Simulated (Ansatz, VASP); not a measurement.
## One calculation of CoO, two programs

```
Co O
1.0
    -2.42008   -2.42008    4.41693
    -4.41693   -2.42008    2.42008
    -2.42008   -4.41693    2.42008
Co O
2 2
Cartesian
  0.0000 0.0000 0.0000
  -4.6285 -4.6285 4.6285
  2.1027 2.1027 1.8910
  -2.5259 -2.5259 6.5196
```

Alike in both runs: task single point; functional PBE; k mesh 14 × 14 × 14; occupations gaussian, width 0.05 eV; collinear spin.

|  | VASP | Ansatz |
| --- | --- | --- |
| version | VASP 6.6.1 | Ansatz 0.2.0 |
| potentials or method | VASP PAW PBE potentials, release 64 (Co, O), cutoff 520 eV | scalar-relativistic, plane waves, PAW |
| valence electrons in the cell | 30 | 46 |

VASP gave:

- gap on the k mesh at the Fermi level (eV): none
- pressure (GPa): -0.5
- net moment per atom (μB): 0.00
- size of the moment on the site where the two differ most (μB): 2.37

**Question.** Estimate Ansatz's values.

**Answer.** gap on the k mesh at the Fermi level (eV): none; pressure (GPa): 0.0; net moment per atom (μB): 0.00; size of the moment on the site where the two differ most (μB): 2.34.

Site moments also hang on the region over which each program counts them. A gap of «none» marks a metal or a gap that the smearing closes. With one functional, cell and mesh, what is left measures potentials, basis and numerics. VASP's potentials hold 30 valence electrons a cell and Ansatz's 46, so a difference there can come from the potentials and not from the codes. Ansatz's warnings: stability check not made.
